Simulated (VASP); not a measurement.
# AlAs (t.b) (F-43m) in VASP: single point with PBE

Aim: the single point of AlAs (t.b) with PBE.

Everything below comes from runs of VASP 6.6.1. Logs are shortened: lines on timing, memory, paths and dates and some standing lists are left out, and cuts for length are marked.

## Step 1: The cell of the first run

Symmetry: F-43m, No. 216, cubic system. The conventional cell has a = 5.728 Å, b = 5.728 Å, c = 5.728 Å, α = 90.00°, β = 90.00°, γ = 90.00°. Al (site symmetry -43m) has 4 As at 2.48 Å within 3.3 Å. As (site symmetry -43m) has 4 Al at 2.48 Å within 3.3 Å.

## Step 2: Single point, PBE

Input file INCAR:

```
SYSTEM = AlAs
  ALGO = Normal
  EDIFF = 1E-6
  ENCUT = 500
  GGA = PE
  GGA_COMPAT = .False.
  ISIF = 2
  ISMEAR = 0
  LASPH = .True.
  LCHARG = .False.
  LREAL = .False.
  LWAVE = .False.
  NBANDS = 11
  NELM = 120
  PREC = Accurate
  SIGMA = 0.02
```

Input file KPOINTS:

```
k-points
0
Gamma
  8 8 8
  0 0 0
```

Input file POSCAR:

```
AlAs
1.0
    0.0000000000      2.8638561903      2.8638561903
    2.8638561903      0.0000000000      2.8638561903
    2.8638561903      2.8638561903      0.0000000000
Al As
1 1
Direct
    0.0000000000      0.0000000000      0.0000000000
    0.2500000000      0.2500000000      0.2500000000
```

Potentials or basis: VASP PAW PBE potentials, release 64 (Al, As).

On the command line:

```bash
cat potpaw_PBE.64/Al/POTCAR potpaw_PBE.64/As/POTCAR > POTCAR
mpirun -np 1 vasp_std > vasp.out
```

OUTCAR:

```text
SYSTEM = AlAs
   EDIFF = 1E-6
   ENCUT = 500
   GGA = PE
   ISIF = 2
   ISMEAR = 0
   LASPH = .True.
   LREAL = .False.
   NELM = 120
   PREC = Accurate

 ion  position               nearest neighbor table
   1  0.000  0.000  0.000-   2 2.48   2 2.48   2 2.48   2 2.48
   2  0.250  0.250  0.250-   1 2.48   1 2.48   1 2.48   1 2.48

  LATTYP: Found a face centered cubic cell.
 ALAT       =     5.7277123806

  Lattice vectors:

 A1 = (   0.0000000000,   2.8638561903,   2.8638561903)
 A2 = (   2.8638561903,   0.0000000000,   2.8638561903)
 A3 = (   2.8638561903,   2.8638561903,   0.0000000000)

Analysis of symmetry for initial positions (statically):
=====================================================================
 Subroutine PRICEL returns:
 Original cell was already a primitive cell.

 Routine SETGRP: Setting up the symmetry group for a
 face centered cubic supercell.

 Subroutine GETGRP returns: Found 24 space group operations
 (whereof 24 operations were pure point group operations)
 out of a pool of 48 trial point group operations.

The static configuration has the point symmetry T_d .

Analysis of symmetry for dynamics (positions and initial velocities):
=====================================================================
 Subroutine PRICEL returns:
 Original cell was already a primitive cell.

 Routine SETGRP: Setting up the symmetry group for a
 face centered cubic supercell.

 Subroutine GETGRP returns: Found 24 space group operations
 (whereof 24 operations were pure point group operations)
 out of a pool of 48 trial point group operations.

The dynamic configuration has the point symmetry T_d .

 Subroutine INISYM returns: Found 24 space group operations
 (whereof 24 operations are pure point group operations),
 and found     1 'primitive' translations

----------------------------------------------------------------------------------------

                                     Primitive cell

  volume of cell :      46.9768

  direct lattice vectors                    reciprocal lattice vectors
     0.000000000  2.863856190  2.863856190    -0.174589772  0.174589772  0.174589772
     2.863856190  0.000000000  2.863856190     0.174589772 -0.174589772  0.174589772
     2.863856190  2.863856190  0.000000000     0.174589772  0.174589772 -0.174589772

  length of vectors
     4.050104265  4.050104265  4.050104265     0.302398356  0.302398356  0.302398356

  position of ions in fractional coordinates (direct lattice)
     0.000000000  0.000000000  0.000000000
     0.250000000  0.250000000  0.250000000

  ion indices of the primitive-cell ions
   primitive index   ion index
                 1           1
                 2           2

----------------------------------------------------------------------------------------

 KPOINTS: k-points

Automatic generation of k-mesh.
 Grid dimensions read from file:
 generate k-points for:    8    8    8

 Generating k-lattice:

  Cartesian coordinates                     Fractional coordinates (reciprocal lattice)
    -0.021823722  0.021823722  0.021823722     0.125000000  0.000000000  0.000000000
     0.021823722 -0.021823722  0.021823722     0.000000000  0.125000000  0.000000000
     0.021823722  0.021823722 -0.021823722     0.000000000  0.000000000  0.125000000

  Length of vectors
     0.037799795  0.037799795  0.037799795

  Shift w.r.t. Gamma in fractional coordinates (k-lattice)
     0.000000000  0.000000000  0.000000000

 Subroutine IBZKPT returns following result:
 ===========================================

 Found     29 irreducible k-points:

 Following reciprocal coordinates:
            Coordinates               Weight
  0.000000  0.000000  0.000000      1.000000
  0.125000  0.000000  0.000000      8.000000
  0.250000  0.000000  0.000000      8.000000
  0.375000  0.000000  0.000000      8.000000
  0.500000  0.000000  0.000000      4.000000
  0.125000  0.125000  0.000000      6.000000
[... 16 lines left out ...]
  0.500000  0.250000  0.125000     48.000000
 -0.375000  0.250000  0.125000     24.000000
 [... further k-points ...]
   k-points           NKPTS =     29   k-points in BZ     NKDIM =     29   number of bands    NBANDS=     11
   number of dos      NEDOS =    301   number of ions     NIONS =      2
   total plane-waves  NPLWV =  27000
   dimension x,y,z NGX =    30 NGY =   30 NGZ =   30
   dimension x,y,z NGXF=    60 NGYF=   60 NGZF=   60
   ions per type =               1   1
   NGX,Y,Z   is equivalent  to a cutoff of  12.31, 12.31, 12.31 a.u.
   NGXF,Y,Z  is equivalent  to a cutoff of  24.63, 24.63, 24.63 a.u.
 SYSTEM =  AlAs
   PREC   = accura    normal or accurate (medium, high low for compatibility)
   ISTART =      0    job   : 0-new  1-cont  2-samecut
   ICHARG =      2    charge: 1-file 2-atom 10-const
   ISPIN  =      1    spin polarized calculation?
   LNONCOLLINEAR =      F non collinear calculations
   LSORBIT =      F    spin-orbit coupling
   LASPH  =      T    aspherical Exc in radial PAW
   ENCUT  =  500.0 eV  36.75 Ry    6.06 a.u.   7.38  7.38  7.38*2*pi/ulx,y,z
   NELM   =    120;   NELMIN=  2; NELMDL= -5     # of ELM steps
   EDIFF  = 0.1E-05   stopping-criterion for ELM
   LREAL  =      F    real-space projection
   EDIFFG = 0.1E-04   stopping-criterion for IOM
   NSW    =      0    number of steps for IOM
   IBRION =     -1    ionic relax: 0-MD 1-quasi-New 2-CG
   NFREE  =      0    steps in history (QN), initial steepest desc. (CG)
   ISIF   =      2    stress and relaxation
   ISYM   =      2    0-nonsym 1-usesym 2-fastsym
   POTIM  = 0.5000    time-step for ionic-motion
   TEBEG  =    0.0;   TEEND  =   0.0 temperature during run
   PSTRESS=    0.0 pullay stress
   NELECT =       8.0000    total number of electrons
   NUPDOWN=      -1.0000    fix difference up-down
   EMIN   =  10.00;   EMAX   =-10.00  energy-range for DOS
   EFERMI =   0.00;   METHOD = LEGACY
   ISMEAR =     0;   SIGMA  =   0.02  broadening in eV -4-tet -1-fermi 0-gaus
   EFERMI_NEDOS =   21; number of points for ismear=-14 and -15
   IALGO  =     38    algorithm
   IMIX   =      4    mixing-type and parameters
     AMIX     =   0.40;   BMIX     =  1.00
     AMIX_MAG =   1.60;   BMIX_MAG =  1.00
  volume/ion in A,a.u.               =      23.49       158.51
  Fermi-wavevector in a.u.,A,eV,Ry     =   0.907424  1.714783 11.203288  0.823418
  Thomas-Fermi vector in A             =   2.031230
   LORBIT       =      0    0 simple, 1 ext, 2 COOP (PROOUT), +10 PAW based schemes
   GGA     = PE    functional components
   LHFCALC =     F    Hartree Fock is set to
   AEXX    =    0.0000 exact exchange contribution
   IVDW    =     0    specifies the selected vdW correction
   LEPSILON=     F    determine dielectric tensor
   LRPA    =     F    only Hartree local field effects (RPA)
 non-spin polarized calculation
 Gauss-broadening in eV      SIGMA  =   0.02
  energy-cutoff  :      500.00
  volume of cell :       46.98
 maximum number of plane-waves:      1243
 NGX is ok and might be reduce to    30
   NGX = 15   NGY = 15   NGZ = 15

 number of electron       7.9999999 magnetization

 Free energy of the ion-electron system (eV)
  ---------------------------------------------------
  ext. energy  EPLUGINS =         0.00000000
  ---------------------------------------------------
  free energy    TOTEN  =        -9.38797866 eV

  energy without entropy =       -9.38797866  energy(sigma->0) =       -9.38797866

 E-fermi :   3.6751     XC(G=0):  -8.9050

 val. band max:        3.5946392246   @ k =   0.0000   0.0000   0.0000
 cond. band min:       5.0889167535   @ k =   0.5000   0.5000   0.0000
 fundamental gap:      1.4942775289
 Fermi energy:         3.6751236276

 k-point     1 :       0.0000    0.0000    0.0000
  band No.  band energies     occupation
      1      -8.0765      2.00000
      2       3.5946      2.00000
      3       3.5946      2.00000
      4       3.5946      2.00000
      5       5.3780      0.00000
      6       7.8218      0.00000
      7       7.8218      0.00000
      8       7.8218      0.00000
      9      12.2778      0.00000
     10      12.5371      0.00000
     11      12.5371      0.00000

 k-point     2 :       0.1250    0.0000    0.0000
  band No.  band energies     occupation
      1      -7.9305      2.00000
      2       2.1701      2.00000
      3       3.4391      2.00000
      4       3.4391      2.00000
      5       6.1773      0.00000
      6       8.0948      0.00000
      7       8.0948      0.00000
      8       8.1794      0.00000
      9      11.9550      0.00000
     10      11.9550      0.00000
     11      12.9978      0.00000

 k-point     3 :       0.2500    0.0000    0.0000
  band No.  band energies     occupation
      1      -7.5268      2.00000
      2       0.2703      2.00000
      3       3.1309      2.00000
      4       3.1309      2.00000
      5       6.0627      0.00000
      6       8.4398      0.00000
      7       8.4398      0.00000
      8       9.8421      0.00000
      9      11.8450      0.00000
     10      11.8450      0.00000
     11      12.8858      0.00000

 k-point     4 :       0.3750    0.0000    0.0000
  band No.  band energies     occupation
      1      -7.0091      2.00000
      2      -1.2183      2.00000
      3       2.8839      2.00000
      4       2.8839      2.00000
      5       5.7338      0.00000
      6       8.3532      0.00000
      7       8.3532      0.00000
      8      11.1878      0.00000
      9      13.0882      0.00000
     10      13.0882      0.00000
     11      13.1120      0.00000
[... 239 lines left out ...]
 k-point    22 :       0.3750    0.2500    0.1250
  band No.  band energies     occupation
      1      -7.1899      2.00000
      2      -0.1164      2.00000
      3       1.7147      2.00000
      4       2.6510      2.00000
      5       7.1494      0.00000
      6       7.6970      0.00000
      7       8.8674      0.00000
      8       9.9916      0.00000
      9      11.6329      0.00000
     10      13.8713      0.00000
     11      15.3785      0.00000

 k-point    23 :       0.5000    0.2500    0.1250
  band No.  band energies     occupation
      1      -6.7257      2.00000
      2      -1.0858      2.00000
      3       1.1434      2.00000
      4       2.2861      2.00000
      5       7.2017      0.00000
      6       7.9805      0.00000
      7       9.2835      0.00000
      8      10.3451      0.00000
      9      12.7646      0.00000
     10      13.9693      0.00000
     11      15.5883      0.00000

 k-point    24 :      -0.3750    0.2500    0.1250
  band No.  band energies     occupation
      1      -6.4885      2.00000
      2      -1.5394      2.00000
      3       0.9925      2.00000
      4       2.1114      2.00000
      5       7.1752      0.00000
      6       7.8056      0.00000
      7      10.1341      0.00000
      8      11.0979      0.00000
      9      11.8140      0.00000
     10      14.4582      0.00000
     11      15.6793      0.00000

 [... further k-points ...]

------------------------ aborting loop because EDIFF is reached ----------------------------------------

  FORCE on cell =-STRESS in cart. coord.  units (eV):
  Direction    XX          YY          ZZ          XY          YZ          ZX
  --------------------------------------------------------------------------------------
  -------------------------------------------------------------------------------------
  Total        0.0534173      0.0534173      0.0534173     -0.0000000      0.0000000     -0.0000000
  in kB        1.8218332      1.8218332      1.8218332     -0.0000000      0.0000000     -0.0000000
  external PRESSURE =       1.8218332 kB  Pullay stress =       0.0000000 kB

 VOLUME and BASIS-vectors are now :
 -----------------------------------------------------------------------------
  energy-cutoff  :      500.00
  volume of cell :       46.98
      direct lattice vectors                 reciprocal lattice vectors
     0.000000000  2.863856190  2.863856190    -0.174589772  0.174589772  0.174589772
     2.863856190  0.000000000  2.863856190     0.174589772 -0.174589772  0.174589772
     2.863856190  2.863856190  0.000000000     0.174589772  0.174589772 -0.174589772

 POSITION                                       TOTAL-FORCE (eV/Angst)
 -----------------------------------------------------------------------------------
      0.00000      0.00000      0.00000        -0.000000     -0.000000     -0.000000
      1.43193      1.43193      1.43193         0.000000      0.000000      0.000000
 -----------------------------------------------------------------------------------
    total drift:                               -0.000000     -0.000000     -0.000000

  FREE ENERGIE OF THE ION-ELECTRON SYSTEM (eV)
  ---------------------------------------------------
  free  energy   TOTEN  =        -9.3879786610 eV

  energy  without entropy=       -9.3879786610  energy(sigma->0) =       -9.38797866
```

Run time: 8.6 s. Hardware: 1 thread of AMD EPYC 9R45 (Zen 5), shared host; peak memory 0.14 GiB.

What came out:

* Free energy: -9.3880 eV
* Pressure: 0.2 GPa
* Band gap on the k mesh: 1.49 eV, indirect (least direct gap 1.78 eV)

A k mesh can miss the band edges. Expect the measured gap to be larger: semilocal functionals such as PBE lack the derivative discontinuity.
